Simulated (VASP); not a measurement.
Wanted: the native input for a VASP 6.6.1 run.

* Task: single point
* Functional: r2SCAN
* Potentials or basis: VASP PAW PBE potentials, release 64 (Zn, S)
* Cutoff: 520 eV
* k mesh: 8 × 8 × 8
* Occupations: gaussian, width 0.05 eV
* Spin: no spin polarisation
* Dipole correction: no
* Further INCAR settings: ALGO = Normal; EDIFF = 1e-06; NBANDS = 16

ZnS:

```xyz
2
Lattice="0.0000 2.7046 2.7046 2.7046 0.0000 2.7046 2.7046 2.7046 0.0000" Properties=species:S:1:pos:R:3 pbc="T T T"
Zn   -0.1591   -0.1591    0.4500
S     4.0570    4.0570    4.0570
```

This cell differs from its parent crystal: atom 1 (Zn) moved by (-0.225, +0.450) A along [1 1 0] and z.

One way to write it, as run:

POSCAR

```
ZnS
1.0
    0.0000000000      2.7046500000      2.7046500000
    2.7046500000      0.0000000000      2.7046500000
    2.7046500000      2.7046500000      0.0000000000
Zn S
1 1
Direct
    0.0831900616      0.0831900616     -0.1420143182
    0.7500000000      0.7500000000      0.7500000000
```

INCAR.step1

```
SYSTEM = ZnS
  PREC = Accurate
  ENCUT = 520
  ISMEAR = 0
  SIGMA = 0.05
  LREAL = .FALSE.
  LASPH = .TRUE.
  NELM = 60
  NBANDS = 16
  GGA = PE
  ALGO = Normal
  EDIFF = 1E-4
  LWAVE = .TRUE.
  LCHARG = .FALSE.
```

INCAR.step2

```
SYSTEM = ZnS
  PREC = Accurate
  ENCUT = 520
  EDIFF = 1E-6
  ISMEAR = 0
  SIGMA = 0.05
  LREAL = .FALSE.
  LASPH = .TRUE.
  NELM = 60
  ALGO = Normal
  ISIF = 2
  LWAVE = .FALSE.
  LCHARG = .FALSE.
  METAGGA = R2SCAN
  LMIXTAU = .TRUE.
  NBANDS = 16
  ISTART = 1
```

KPOINTS

```
Automatic mesh
0
G
  8 8 8
  0 0 0
```

Potentials or basis: VASP PAW PBE potentials, release 64 (Zn, S).

Launch:

```sh
$ cat potpaw_PBE.64/Zn/POTCAR potpaw_PBE.64/S/POTCAR > POTCAR
$ cp INCAR.step1 INCAR
$ mpirun -np 1 vasp_std > vasp.out
$ cp INCAR.step2 INCAR
$ mpirun -np 1 vasp_std > vasp.out
```

It gave:

The pressure is 5.3 GPa and the largest force is 2.014 eV/Å. The band gap on the k mesh is 2.63 eV, direct.

Caveat: the cell differs from its parent crystal (atom 1 (Zn) moved by (-0.225, +0.450) A along [1 1 0] and z); the PAW data sets were made with another functional, which shifts forces and pressure a little.

Run time: 2.1 min on 1 thread of Intel(R) Xeon(R) 6975P-C (Granite Rapids) (shared host), peak memory 0.23 GiB.
